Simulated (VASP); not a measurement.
# H2CClF (CH2ClF): single point with PBE+D3(BJ)

H2CClF (CH2ClF), in a box:

```
H C Cl F
1.0
    11.20000    0.00000    0.00000
     0.00000   11.00000    0.00000
     0.00000    0.00000   11.70000
H C Cl F
2 1 1 1
Direct
  0.48917 0.58215 0.47734
  0.59914 0.48078 0.54309
  0.51261 0.48889 0.50046
  0.40086 0.43412 0.59683
  0.51297 0.41785 0.40317
```

| Quantity | Value |
| --- | --- |
| Program | VASP 6.6.1 |
| Task | single point |
| Functional | PBE |
| Dispersion | D3(BJ) |
| Potentials or basis | VASP PAW PBE potentials, release 64 (H, C, Cl, F) |
| Cutoff | 520 eV |
| k mesh | 1 × 1 × 1 |
| Occupations | gaussian, width 0.01 eV |
| Spin | no spin polarisation |

| Property | Result |
| --- | --- |
| Largest force | 0.428 eV/Å |
| Gap between the frontier levels | 6.48 eV |
| Dispersion energy per atom | -0.013 eV |

Forces on the atoms (eV/Å):
```
H    0.012  0.083 -0.025
H    0.061  0.021  0.015
C   -0.302 -0.205  0.224
Cl   0.144  0.114 -0.060
F    0.085 -0.012 -0.154
```

Levels at points of the mesh, in eV from the valence-band top:
```csv
k point,band 7,band 8,band 9,band 10,band 11,band 12,band 13,band 14
"(0.00, 0.00, 0.00)",-1.70,-1.67,-0.42,0.00,6.48,6.88,7.56,7.87
```

Wall time 78 s on 1 thread of AMD EPYC 7R13 Processor (Zen 3), with other jobs on the host, peak memory 1.1 GiB.
